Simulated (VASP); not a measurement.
Here is a VASP 6.6.1 calculation.

File POSCAR:

```
CsI
1.0
    4.6081396334      0.0000000000      0.0000000000
    0.0000000000      4.6081396334      0.0000000000
    0.0000000000      0.0000000000      4.6081396334
Cs I
1 1
Direct
    0.0000000000      0.0000000000      0.0000000000
    0.5000000000      0.5000000000      0.5000000000
```

The input INCAR.step1:

```
ALGO = Normal
EDIFF = 1E-5
ENCUT = 550
GGA = PE
GGA_COMPAT = F
ISMEAR = 0
LASPH = T
LCHARG = F
LREAL = F
LWAVE = T
NBANDS = 15
NELM = 120
PREC = Accurate
SIGMA = 0.01
```

INCAR.step2

```
ALGO = Normal
EDIFF = 1E-6
ENCUT = 550
GGA_COMPAT = F
ISIF = 2
ISMEAR = 0
ISTART = 1
LASPH = T
LCHARG = F
LMIXTAU = T
LREAL = F
LWAVE = F
METAGGA = R2SCAN
NBANDS = 15
NELM = 120
PREC = Accurate
SIGMA = 0.01
```

KPOINTS

```
k-points
0
Gamma
  6 6 6
```

Potentials or basis: VASP PAW PBE potentials, release 64 (Cs_sv, I).

Launch:

```sh
$ cat potpaw_PBE.64/Cs_sv/POTCAR potpaw_PBE.64/I/POTCAR > POTCAR
$ cp INCAR.step1 INCAR
$ mpirun -np 1 vasp_std > vasp.out
$ cp INCAR.step2 INCAR
$ mpirun -np 1 vasp_std > vasp.out
```

(1) What does it give for the pressure?

(2) Predict the band gap on the k mesh.

Results:

(1) 0.1 GPa.

(2) 4.50 eV, indirect (least direct gap 4.59 eV).

Caveat: the PAW data sets were made with another functional, which shifts forces and pressure a little; spin-orbit coupling is left out, which moves the levels of the heavy elements.
